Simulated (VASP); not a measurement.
Input of a VASP 6.6.1 run:

File POSCAR:

```
Cu
1.0
    2.5918975270      0.0000000000      0.0000000000
   -1.2959482521      2.2446487162      0.0000000000
    0.0000000000      0.0000000000      4.2063751327
Cu
2
Direct
    0.3333333333      0.6666666667      0.2500000000
    0.6666666667      0.3333333333      0.7500000000
```

File INCAR.step1:

```
  PREC = Accurate
  ENCUT = 520
  ISMEAR = -1
  SIGMA = 0.1
  LREAL = False
  LASPH = True
  NELM = 100
  NBANDS = 18
  GGA = PE
  ALGO = Normal
  EDIFF = 1E-4
  LWAVE = True
  LCHARG = False
```

File INCAR.step2:

```
  PREC = Accurate
  ENCUT = 520
  EDIFF = 1E-7
  ISMEAR = -1
  SIGMA = 0.1
  LREAL = False
  LASPH = True
  NELM = 100
  ALGO = Normal
  ISIF = 2
  LWAVE = False
  LCHARG = False
  METAGGA = R2SCAN
  LMIXTAU = True
  IVDW = 12
  VDW_S6 = 1.0
  VDW_S8 = 0.78981345
  VDW_A1 = 0.49484001
  VDW_A2 = 5.73083694
  NBANDS = 18
  ISTART = 1
```

KPOINTS

```
Automatic mesh
0
Gamma
  10 10 6
```

Potentials or basis: VASP PAW PBE potentials, release 64 (Cu).

Run with:

```sh
$ cat potpaw_PBE.64/Cu/POTCAR > POTCAR
$ cp INCAR.step1 INCAR
$ mpirun -np 1 vasp_std > vasp.out
$ cp INCAR.step2 INCAR
$ mpirun -np 1 vasp_std > vasp.out
```

Question: Estimate the dispersion energy per atom.

Answer: -0.265 eV.

Question: Predict the pressure.

Answer: -11.7 GPa.

Stress tensor (GPa, compression positive):
```
-11.78   0.00   0.00
  0.00 -11.78   0.00
  0.00   0.00 -11.50
```

Caveat: three body term missing; the PAW data sets were made with another functional, which shifts forces and pressure a little; pairwise dispersion overbinds metals, which lowers pressure and volume.
